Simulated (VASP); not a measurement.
# Hg3P2: relaxation of cell and atoms with PBE

Crystal: Hg3P2.

```
Hg P
1.0
     4.29663    0.00000    0.00000
     0.00000    4.29663    0.00000
     0.00000    0.00000    6.51141
Hg P
3 2
Direct
  0.00000 0.00000 0.24463
  0.00000 0.00000 0.75537
  0.50000 0.50000 0.50000
  0.50000 0.50000 0.18425
  0.50000 0.50000 0.81575
```

The cell was built from a structure type or drawn by symmetry, and may not be a known phase.

```
Program                : VASP 6.6.1
Task                   : relaxation of cell and atoms
Functional             : PBE
Potentials or basis    : VASP PAW PBE potentials, release 64 (Hg, P)
Cutoff                 : 600 eV
k mesh                 : 4 × 4 × 4
Occupations            : gaussian, width 0.1 eV
Spin                   : no spin polarisation
Dipole correction      : no
Further INCAR settings : ALGO = Fast; EDIFF = 1e-06; IBRION = 2; EDIFFG = -0.04; NSW = 90; ISIF = 3
```

| Item | Value |
| --- | --- |
| Relaxed volume | 27.43 Å³/atom |
| Relaxed cell | a = 3.908 Å, b = 3.908 Å, c = 8.980 Å, α = 90.00°, β = 90.00°, γ = 90.00° |
| Space group after relaxing (to 0.1 Å) | P4/mmm (No. 123) |
| Energy gained by relaxing | 780.5 meV/atom |
| Ionic steps | 46 |
| Pressure after relaxing | 0.0 GPa |
| Largest force after relaxing | 0.021 eV/Å |
| Band gap on the k mesh | zero (bands 23 and 24 overlap by 2.67 eV) |

Forces in eV/Å, atoms in the order of the input:
```
Hg   0.000  0.000 -0.006
Hg   0.000  0.000  0.006
Hg   0.000  0.000  0.000
P    0.000  0.000 -0.021
P    0.000  0.000  0.021
```

Stress tensor (GPa, compression positive):
```
-0.05  0.00  0.00
 0.00 -0.05  0.00
 0.00  0.00  0.08
```

The path:
```csv
step,energy change (eV),largest force (eV/Å),pressure (GPa),volume (Å³)
1,0.0000,7.6920,13.74,120.21
3,-2.9388,0.7151,-3.96,138.98
5,-3.3239,0.7611,0.31,121.40
7,-3.4888,0.3912,1.48,114.39
9,-3.5355,0.5354,0.65,116.87
11,-3.6596,0.7377,-1.03,124.08
13,-3.6009,2.4057,1.59,128.01
15,-3.7360,0.3267,-0.10,125.98
17,-3.7482,0.1986,0.86,127.10
19,-3.7726,0.2241,0.03,127.50
21,-3.7856,0.4580,-0.61,129.52
23,-3.8168,0.4622,-0.75,130.87
25,-3.8037,0.1350,-1.04,136.15
27,-3.8463,0.2132,-0.84,133.91
29,-3.8662,0.2011,0.34,131.04
31,-3.8784,0.1151,0.62,130.34
33,-3.8874,0.2459,0.03,132.84
35,-3.8887,0.3092,-0.16,134.06
37,-3.8949,0.0716,-0.09,135.60
39,-3.8986,0.0933,0.06,136.33
41,-3.9001,0.1195,-0.12,136.94
43,-3.9015,0.1083,-0.08,137.10
45,-3.9026,0.0485,0.01,137.24
46,-3.9027,0.0211,-0.01,137.17
```

Final structure:
```cif
data_structure
_symmetry_space_group_name_H-M 'P 1'
_symmetry_Int_Tables_number 1
_cell_length_a 3.9084
_cell_length_b 3.9084
_cell_length_c 8.9799
_cell_angle_alpha 90.000
_cell_angle_beta 90.000
_cell_angle_gamma 90.000
_cell_volume 137.17
loop_
_atom_site_label
_atom_site_type_symbol
_atom_site_fract_x
_atom_site_fract_y
_atom_site_fract_z
_atom_site_occupancy
Hg1 Hg 0.00000 0.00000 0.16953 1
Hg2 Hg 0.00000 0.00000 0.83047 1
Hg3 Hg 0.50000 0.50000 0.50000 1
P1 P 0.50000 0.50000 0.11993 1
P2 P 0.50000 0.50000 0.88007 1
```

Levels at points of the mesh, in eV from the Fermi level:
| k point | band 21 | band 22 | band 23 | band 24 | band 25 | band 26 |
| --- | --- | --- | --- | --- | --- | --- |
| (0.00, 0.00, 0.00) | -2.09 | -0.79 | -0.58 | 0.18 | 0.18 | 1.76 |
| (0.50, 0.00, 0.00) | -1.60 | -0.37 | -0.19 | 2.26 | 2.41 | 2.93 |
| (0.50, 0.50, 0.00) | -2.55 | -2.02 | -2.02 | -1.60 | -0.48 | 2.46 |
| (0.00, 0.00, 0.50) | -2.07 | -1.18 | 0.15 | 0.15 | 0.22 | 2.10 |
| (0.50, 0.00, 0.50) | -2.44 | -0.37 | 1.07 | 1.21 | 2.24 | 3.32 |
| (0.50, 0.50, 0.50) | -2.27 | -2.12 | -2.12 | -1.60 | -1.31 | 2.79 |

It took 26 min on 1 thread of Intel(R) Xeon(R) Platinum 8488C (Sapphire Rapids), with other jobs on the host, peak memory 0.3 GiB.

Caveat: the k points lie up to 0.40 Å⁻¹ apart in the final cell, too coarse for converged energies and pressures of a metal; a cell axis changed by over 15 % at a fixed basis, so the end point is rough; spin-orbit coupling is left out, which moves the levels of the heavy elements.
